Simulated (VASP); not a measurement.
# Cu3Au13 in VASP: notebook

Runs on Cu3Au13. Level: PBE. Tasks: single point.

All numbers are computed with VASP 6.6.1; they aren't measurements. Logs are shortened: lines on timing, memory, paths and dates and some standing lists are left out, and cuts for length are marked.

## (1) The cell of the first run

The cell holds an amorphous packing of atoms, 16 atoms: a = 6.687 Å, b = 6.611 Å, c = 6.544 Å, α = 90.14°, β = 91.07°, γ = 88.52°.

## (2) Single point, PBE

File INCAR:

```
SYSTEM = Cu3Au13
PREC     = Accurate       ! precision mode
ENCUT    = 520            ! plane-wave cutoff, eV
EDIFF    = 1E-7           ! SCF threshold, eV
ISMEAR   = -1             ! smearing method
SIGMA    = 0.1672         ! smearing width, eV
LREAL    = Auto         
LASPH    = .TRUE.         ! aspherical terms in the spheres
NELM     = 60             ! most SCF steps
ALGO     = Normal         ! electronic algorithm
ISIF     = 2              ! what is computed and relaxed
LWAVE    = .FALSE.        ! write WAVECAR
LCHARG   = .FALSE.        ! write CHGCAR
GGA      = PE             ! functional
NBANDS   = 102            ! bands
ISYM     = 0
```

File KPOINTS:

```
Automatic mesh
0
Gamma
  1 1 1
  0.25 0.25 0.25
```

File POSCAR:

```
Cu3Au13
1.0
    6.6859480000      0.0855830000     -0.0615900000
    0.0855830000      6.6105530000     -0.0078460000
   -0.0615900000     -0.0078460000      6.5441010000
Au Cu
13 3
Direct
    0.1884711446      0.4555343259      0.4707788068
    0.2549185546      0.4556608995      0.9598802875
    0.7668499051      0.9065793042     -0.0063912053
    0.8041497556      0.5707292845      0.3851302915
    0.0547812926      0.1891842402      0.2296448847
    0.1834217007      0.8559190889      0.6121947818
    0.3266389724      0.9970765272      0.9887803927
    0.6509043791      0.3119572816      0.0440342864
    0.8066816432      0.9895614363      0.5112868248
    0.8890956645      0.6044902833      0.7621118978
    1.0046869705      0.1856493183      0.7979585393
    0.4673768335      0.0859176078      0.3964327337
    0.4625776058      0.6817597704      0.2301650359
    0.5190155435      0.3544995261      0.6506262007
    0.5802869887      0.8245188613      0.7183703385
    0.1068788376      0.7282033115      0.1490692382
```

Potentials or basis: VASP PAW PBE potentials, release 64 (Au, Cu).

Run with:

```
$ cat potpaw_PBE.64/Au/POTCAR potpaw_PBE.64/Cu/POTCAR > POTCAR
$ mpirun -np 1 vasp_std > vasp.out
```

OUTCAR:

```text
SYSTEM = Cu3Au13
   PREC = Accurate
   ENCUT = 520
   EDIFF = 1E-7
   ISMEAR = -1
   LREAL = Auto
   LASPH = .TRUE.
   NELM = 60
   ISIF = 2
   GGA = PE
   ISYM = 0

 ion  position               nearest neighbor table
   1  0.188  0.456  0.471-   5 2.53  14 2.56   4 2.71   6 2.80  16 2.81  13 2.89  10 2.94  12 3.08
                            11 3.08   2 3.22   2 3.38
   2  0.255  0.456  0.960-  16 2.39  11 2.68  13 2.70  14 2.78   8 2.83   5 2.87  10 2.90   7 3.06
                             1 3.22   1 3.38   6 3.51
   3  0.767  0.907  0.994-  15 2.25  10 2.63  16 2.72   8 2.79  11 2.79   7 2.99  13 3.01   5 3.11
                             9 3.22   4 3.40   9 3.44  12 3.52
   4  0.804  0.571  0.385-  10 2.53  13 2.57   1 2.71  16 2.79   9 2.89   8 2.99  14 3.00  15 3.13
                             5 3.17   3 3.40   6 3.51
   5  0.055  0.189  0.230-   1 2.53   7 2.72  11 2.84   9 2.85   2 2.87  12 3.01   8 3.03  16 3.10
                             3 3.11   4 3.17   6 3.42
   6  0.183  0.856  0.612-   9 2.72  15 2.73  11 2.75   7 2.79  10 2.80   1 2.80  12 2.86  16 3.18
                            13 3.33   5 3.42   4 3.51   2 3.51
   7  0.327  0.997  0.989-  16 2.57  15 2.70   5 2.72  11 2.74  13 2.74   6 2.79  12 2.88   3 2.99
                             8 3.06   2 3.06
   8  0.651  0.312  0.044-  14 2.72   3 2.79   2 2.83  11 2.99  13 2.99   4 2.99   5 3.03  12 3.05
                             7 3.06  10 3.16
   9  0.807  0.990  0.511-  15 2.34  12 2.45  11 2.63   6 2.72   5 2.85   4 2.89  10 3.06  14 3.19
                             3 3.22   3 3.44  13 3.59
  10  0.889  0.604  0.762-  15 2.51   4 2.53   3 2.63   6 2.80  11 2.86   2 2.90   1 2.94  16 3.02
                             9 3.06  14 3.09   8 3.16
  11  0.005  0.186  0.798-   9 2.63   2 2.68   7 2.74   6 2.75   3 2.79   5 2.84  10 2.86   8 2.99
                             1 3.08
  12  0.467  0.086  0.396-   9 2.45  14 2.46  15 2.81   6 2.86   7 2.88  13 2.88   5 3.01   8 3.05
                             1 3.08   3 3.52
  13  0.463  0.682  0.230-  16 2.44   4 2.57   2 2.70   7 2.74  12 2.88   1 2.89   8 2.99   3 3.01
                             6 3.33   9 3.59
  14  0.519  0.354  0.651-  12 2.46   1 2.56   8 2.72   2 2.78   4 3.00  10 3.09   9 3.19
  15  0.580  0.825  0.718-   3 2.25   9 2.34  10 2.51   7 2.70   6 2.73  12 2.81   4 3.13
  16  0.107  0.728  0.149-   2 2.39  13 2.44   7 2.57   3 2.72   4 2.79   1 2.81  10 3.02   5 3.10
                             6 3.18

IMPORTANT INFORMATION: All symmetrisations will be switched off!
NOSYMM: (Re-)initialisation of all symmetry stuff for point group C_1.

----------------------------------------------------------------------------------------

                                     Primitive cell

  volume of cell :     289.1616

  direct lattice vectors                    reciprocal lattice vectors
     6.685948000  0.085583000 -0.061590000     0.149605141 -0.001935183  0.001405693
     0.085583000  6.610553000 -0.007846000    -0.001935183  0.151298522  0.000163185
    -0.061590000 -0.007846000  6.544101000     0.001405693  0.000163185  0.152822803

  length of vectors
     6.686779377  6.611111629  6.544395525     0.149624260  0.151310986  0.152829355

  position of ions in fractional coordinates (direct lattice)
     0.188471145  0.455534326  0.470778807
     0.254918555  0.455660900  0.959880287
     0.766849905  0.906579304  0.993608795
     0.804149756  0.570729284  0.385130291
     0.054781293  0.189184240  0.229644885
     0.183421701  0.855919089  0.612194782
[... 8 lines left out ...]
     0.580286989  0.824518861  0.718370339
     0.106878838  0.728203312  0.149069238

  ion indices of the primitive-cell ions
   primitive index   ion index
                 1           1
                 2           2
                 3           3
                 4           4
                 5           5
                 6           6
[... 8 lines left out ...]
                15          15
                16          16

----------------------------------------------------------------------------------------

 KPOINTS: Automatic mesh

Automatic generation of k-mesh.
 Grid dimensions read from file:
 generate k-points for:    1    1    1

 Generating k-lattice:

  Cartesian coordinates                     Fractional coordinates (reciprocal lattice)
     0.149605141 -0.001935183  0.001405693     1.000000000  0.000000000  0.000000000
    -0.001935183  0.151298522  0.000163185    -0.000000000  1.000000000  0.000000000
     0.001405693  0.000163185  0.152822803    -0.000000000  0.000000000  1.000000000

  Length of vectors
     0.149624260  0.151310986  0.152829355

  Shift w.r.t. Gamma in fractional coordinates (k-lattice)
     0.250000000  0.250000000  0.250000000

 Subroutine IBZKPT returns following result:
 ===========================================

 Found      1 irreducible k-points:

 Following reciprocal coordinates:
            Coordinates               Weight
  0.250000  0.250000  0.250000      2.000000
   k-points           NKPTS =      1   k-points in BZ     NKDIM =      1   number of bands    NBANDS=    102
   number of dos      NEDOS =    301   number of ions     NIONS =     16
   total plane-waves  NPLWV = 125000
   dimension x,y,z NGX =    50 NGY =   50 NGZ =   50
   dimension x,y,z NGXF=   100 NGYF=  100 NGZF=  100
   ions per type =              13   3
   NGX,Y,Z   is equivalent  to a cutoff of  12.43, 12.57, 12.70 a.u.
   NGXF,Y,Z  is equivalent  to a cutoff of  24.86, 25.15, 25.40 a.u.
 SYSTEM =  Cu3Au13
   PREC   = accura    normal or accurate (medium, high low for compatibility)
   ISTART =      0    job   : 0-new  1-cont  2-samecut
   ICHARG =      2    charge: 1-file 2-atom 10-const
   ISPIN  =      1    spin polarized calculation?
   LNONCOLLINEAR =      F non collinear calculations
   LSORBIT =      F    spin-orbit coupling
   LASPH  =      T    aspherical Exc in radial PAW
   ENCUT  =  520.0 eV  38.22 Ry    6.18 a.u.  12.43 12.29 12.17*2*pi/ulx,y,z
   NELM   =     60;   NELMIN=  2; NELMDL= -5     # of ELM steps
   EDIFF  = 0.1E-06   stopping-criterion for ELM
   LREAL  =      T    real-space projection
   EDIFFG = 0.1E-05   stopping-criterion for IOM
   NSW    =      0    number of steps for IOM
   IBRION =     -1    ionic relax: 0-MD 1-quasi-New 2-CG
   NFREE  =      0    steps in history (QN), initial steepest desc. (CG)
   ISIF   =      2    stress and relaxation
   ISYM   =      0    0-nonsym 1-usesym 2-fastsym
   POTIM  = 0.5000    time-step for ionic-motion
   TEBEG  =    0.0;   TEEND  =   0.0 temperature during run
   PSTRESS=    0.0 pullay stress
   NELECT =     176.0000    total number of electrons
   NUPDOWN=      -1.0000    fix difference up-down
   EMIN   =  10.00;   EMAX   =-10.00  energy-range for DOS
   EFERMI =   0.00;   METHOD = LEGACY
   ISMEAR =    -1;   SIGMA  =   0.17  broadening in eV -4-tet -1-fermi 0-gaus
   EFERMI_NEDOS =   21; number of points for ismear=-14 and -15
   IALGO  =     38    algorithm
   IMIX   =      4    mixing-type and parameters
     AMIX     =   0.40;   BMIX     =  1.00
     AMIX_MAG =   1.60;   BMIX_MAG =  1.00
  volume/ion in A,a.u.               =      18.07       121.96
  Fermi-wavevector in a.u.,A,eV,Ry     =   1.387391  2.621789 26.189221  1.924853
  Thomas-Fermi vector in A             =   2.511616
   LORBIT       =      0    0 simple, 1 ext, 2 COOP (PROOUT), +10 PAW based schemes
   GGA     = PE    functional components
   LHFCALC =     F    Hartree Fock is set to
   AEXX    =    0.0000 exact exchange contribution
   IVDW    =     0    specifies the selected vdW correction
   LEPSILON=     F    determine dielectric tensor
   LRPA    =     F    only Hartree local field effects (RPA)
 non-spin polarized calculation
  energy-cutoff  :      520.00
  volume of cell :      289.16
 maximum number of plane-waves:      7795
 NGX is ok and might be reduce to    50
   NGX = 25   NGY = 25   NGZ = 25

 number of electron     176.0000002 magnetization

 Free energy of the ion-electron system (eV)
  ---------------------------------------------------
  ext. energy  EPLUGINS =         0.00000000
  ---------------------------------------------------
  free energy    TOTEN  =       -48.88940048 eV

  energy without entropy =      -48.31340735  energy(sigma->0) =      -48.60140392

 E-fermi :   7.7666     XC(G=0): -11.9198

 val. band max:        7.7480189638   @ k =   0.2500   0.2500   0.2500
 cond. band min:       7.8404948833   @ k =   0.2500   0.2500   0.2500
 fundamental gap:      0.0924759195
 Fermi energy:         7.7665646962

 k-point     1 :       0.2500    0.2500    0.2500
  band No.  band energies     occupation
      1      -0.6747      2.00000
      2       0.2495      2.00000
      3       0.7168      2.00000
      4       0.8806      2.00000
      5       1.0256      2.00000
      6       1.1791      2.00000
[... 92 lines left out ...]
     99      11.9118      0.00000
    100      12.1805      0.00000
 [bands above 100 left out]

------------------------ aborting loop because EDIFF is reached ----------------------------------------

  FORCE on cell =-STRESS in cart. coord.  units (eV):
  Direction    XX          YY          ZZ          XY          YZ          ZX
  --------------------------------------------------------------------------------------
  -------------------------------------------------------------------------------------
  Total       20.4526000      9.8038402      8.1278260      0.5598265      9.0318500     11.2690591
  in kB      113.3231031     54.3208000     45.0343951      3.1018686     50.0433819     62.4392376
  external PRESSURE =      70.8927661 kB  Pullay stress =       0.0000000 kB

 VOLUME and BASIS-vectors are now :
 -----------------------------------------------------------------------------
  energy-cutoff  :      520.00
  volume of cell :      289.16
      direct lattice vectors                 reciprocal lattice vectors
     6.685948000  0.085583000 -0.061590000     0.149605141 -0.001935183  0.001405693
     0.085583000  6.610553000 -0.007846000    -0.001935183  0.151298522  0.000163185
    -0.061590000 -0.007846000  6.544101000     0.001405693  0.000163185  0.152822803

 POSITION                                       TOTAL-FORCE (eV/Angst)
 -----------------------------------------------------------------------------------
      1.27010      3.02377      3.06564         1.004295      0.639733      1.112131
      1.68425      3.02646      6.26228         0.740045     -0.778403     -0.963855
      5.14351      6.05082      6.44793         1.413741      1.299156      3.702280
      5.40163      3.83864      2.46633         0.136963     -0.863974     -1.576162
      0.36831      1.25350      1.49796        -1.255028     -0.962578     -0.214584
      1.26189      5.66899      3.98825         0.891718     -0.277752     -0.460247
[... 8 lines left out ...]
      3.90609      5.49455      4.65888        -3.662967     -1.594587     -1.782067
      0.76773      4.82180      0.96323        -2.037987      1.076298      0.693616
 -----------------------------------------------------------------------------------
    total drift:                                0.000769      0.006762      0.002998

  FREE ENERGIE OF THE ION-ELECTRON SYSTEM (eV)
  ---------------------------------------------------
  free  energy   TOTEN  =       -48.8894004848 eV

  energy  without entropy=      -48.3134073525  energy(sigma->0) =      -48.60140392
```

Wall time 2.1 min (1 thread of Intel Xeon Platinum 8124M at 3.00GHz (Skylake/Cascade Lake), shared host); peak memory 0.35 GiB.

What came out:

```yaml
Free_energy: -48.8894 eV
Pressure: 7.1 GPa
Largest_force: 4.374 eV/Å
Band_gap_on_the_k_mesh: 0.09 eV
```

Forces on the atoms (eV/Å):
```
Au   1.004  0.640  1.112
Au   0.740 -0.778 -0.964
Au   1.414  1.299  3.702
Au   0.137 -0.864 -1.576
Au  -1.255 -0.963 -0.215
Au   0.892 -0.278 -0.460
Au   0.932  0.041 -0.580
Au   0.091  0.474  0.265
Au   2.984  0.057 -1.324
Au   0.692 -1.200  1.876
Au  -0.397  0.807 -0.426
Au  -2.832  0.510 -1.423
Au   0.466  0.102  0.515
Cu   0.835  0.671  0.586
Cu  -3.663 -1.595 -1.782
Cu  -2.038  1.076  0.694
```

Levels at points of the mesh, in eV from the valence-band top:
```tsv
k point	band 85	band 86	band 87	band 88	band 89	band 90	band 91	band 92
(0.25, 0.25, 0.25)	-1.39	-1.25	-1.09	0.00	0.09	0.49	0.62	1.40
```

Caveat: the k points lie up to 0.96 Å⁻¹ apart; spin-orbit coupling is left out, which moves the levels of the heavy elements.

## (3) Single point, PBE

File INCAR:

```
ALGO = Normal
EDIFF = 1E-7
ENCUT = 520
GGA = PE
ISIF = 2
ISMEAR = -1
ISYM = 0
LASPH = T
LCHARG = F
LREAL = Auto
LWAVE = F
NBANDS = 102
NELM = 60
PREC = Accurate
SIGMA = 0.1672
```

KPOINTS is that of step 2.

File POSCAR:

```
Cu3Au13
1.0
    6.6859480000      0.0855830000     -0.0615900000
    0.0855830000      6.6105530000     -0.0078460000
   -0.0615900000     -0.0078460000      6.5441010000
Au Cu
13 3
Direct
    0.1915949842      0.4723676795      0.5119620758
    0.2628162735      0.4368741526      0.9285426018
    0.7635245789      0.8847150736      0.0200877024
    0.7808664767      0.5939579180      0.3176385511
    0.0545314280      0.1614497400      0.2373217231
    0.2021735064      0.8739192595      0.6115470462
    0.3143189092      0.9764172154      0.9968273520
    0.6877764805      0.3092486361      0.0514241021
    0.8239849525      0.9974126975      0.5235284317
    0.8674826018      0.5796575972      0.7672739536
    0.9922397575      0.1692880925      0.8043287047
    0.4456440474      0.1079607058      0.3800053325
    0.4243404013      0.6977184420      0.2392384262
    0.5618987892      0.3882251567      0.6019574516
    0.5506757116      0.7414483257      0.6187781210
    0.0733535897      0.7775651192      0.2133892224
```

Potentials or basis: VASP PAW PBE potentials, release 64 (Au, Cu).

Run with:

```
$ cat potpaw_PBE.64/Au/POTCAR potpaw_PBE.64/Cu/POTCAR > POTCAR
$ mpirun -np 1 vasp_std > vasp.out
```

Wall time 1.8 min (1 thread of Intel Xeon Platinum 8124M at 3.00GHz (Skylake/Cascade Lake), shared host); peak memory 0.35 GiB.

It converged, with:

- Free energy: -49.0629 eV
- Pressure: 7.9 GPa
- Largest force: 3.372 eV/Å
- Band gap on the k mesh: 0.24 eV

Forces in eV/Å, atoms in the order of the input:
```
Au  -0.225 -0.557 -0.698
Au   0.639  0.554  0.804
Au  -0.910  0.781 -0.344
Au   1.730 -1.237  1.739
Au  -0.568  1.777  0.584
Au  -0.331 -0.390 -0.049
Au   1.308  0.984 -2.330
Au  -1.205 -0.275 -0.158
Au  -2.181 -1.416 -2.147
Au   0.332 -0.156  0.024
Au   0.709  1.460  1.203
Au   0.343  0.451 -0.240
Au   0.047 -1.655  0.563
Cu   0.555 -0.558  0.367
Cu   0.113  0.618  0.712
Cu  -0.354 -0.379 -0.030
```

Stress tensor (GPa, compression positive):
```
12.46  0.67  4.24
 0.67  7.50  2.96
 4.24  2.96  3.80
```

Levels at points of the mesh, in eV from the valence-band top:
| k point | band 86 | band 87 | band 88 | band 89 | band 90 | band 91 |
| --- | --- | --- | --- | --- | --- | --- |
| (0.25, 0.25, 0.25) | -1.22 | -1.14 | 0.00 | 0.24 | 0.50 | 0.64 |

Caveat: the k points lie up to 0.96 Å⁻¹ apart; spin-orbit coupling is left out, which moves the levels of the heavy elements.

## (4) Single point, PBE

File INCAR:

```
SYSTEM = Cu3Au13
  ALGO = Normal
  EDIFF = 1E-6
  ENCUT = 520
  GGA = PE
  ISIF = 2
  ISMEAR = -1
  ISYM = 0
  LASPH = .TRUE.
  LCHARG = .FALSE.
  LREAL = Auto
  LWAVE = .FALSE.
  NBANDS = 102
  NELM = 60
  PREC = Accurate
  SIGMA = 0.1672
```

KPOINTS is that of step 3.

File POSCAR:

```
Cu3Au13
1.0
    6.6859480000      0.0855830000     -0.0615900000
    0.0855830000      6.6105530000     -0.0078460000
   -0.0615900000     -0.0078460000      6.5441010000
Au Cu
13 3
Direct
    0.1768380521      0.4458451455      0.5293519395
    0.2951213462      0.4546359009      0.9232842826
    0.7583602753      0.8945593223      0.0017281399
    0.7732948003      0.5492328364      0.3544052128
    0.0454978889      0.2125111010      0.2420012431
    0.1925537587      0.8933830145      0.5712585837
    0.3038973056      0.9780820087      0.9689523537
    0.6754218709      0.3239785285      0.0614151842
    0.7891659674      0.9857287172      0.4972112685
    0.8913644946      0.5968927431      0.8128678576
    0.9571386549      0.1820713386      0.7782348869
    0.4711697055      0.1366322672      0.3575020249
    0.3982560420      0.6435856080      0.2882639131
    0.5815922246      0.3586939242      0.6548055382
    0.5487746014      0.7180520806      0.6667234910
    0.0576692064      0.7879511942      0.1727803577
```

Run with:

```
$ cat potpaw_PBE.64/Au/POTCAR potpaw_PBE.64/Cu/POTCAR > POTCAR
$ mpirun -np 1 vasp_std > vasp.out
```

It took 1.8 min on 1 thread of Intel Xeon Platinum 8124M at 3.00GHz (Skylake/Cascade Lake), shared host; peak memory 0.35 GiB.

It converged, with:

* Free energy: -49.9005 eV
* Pressure: 4.4 GPa
* Largest force: 3.497 eV/Å
* Band gap on the k mesh: 0.18 eV

Forces on the atoms (eV/Å):
```
Au  -0.245 -0.256  0.924
Au  -0.225  0.300  0.618
Au  -2.569  2.197  0.898
Au   2.044  1.128  1.925
Au  -0.023 -0.663 -1.089
Au   0.118 -0.244 -0.018
Au   1.002  0.219 -0.216
Au  -0.818 -0.783 -1.644
Au   0.655 -2.000 -0.928
Au   0.961 -1.266 -1.019
Au   1.141  0.876  1.205
Au  -2.632  0.125 -0.804
Au   0.384  0.949 -1.285
Cu   0.205 -0.619  0.109
Cu  -0.505  0.721  0.371
Cu   0.505 -0.683  0.952
```

Stress tensor (GPa, compression positive):
```
6.10 1.10 3.45
1.10 5.92 4.91
3.45 4.91 1.23
```

Levels at points of the mesh, in eV from the valence-band top:
```tsv
k point	band 85	band 86	band 87	band 88	band 89	band 90	band 91	band 92
(0.25, 0.25, 0.25)	-1.42	-1.32	-1.21	0.00	0.18	0.47	0.72	1.51
```

Caveat: the k points lie up to 0.96 Å⁻¹ apart; spin-orbit coupling is left out, which moves the levels of the heavy elements.

(Continued in part 2 of 2.)
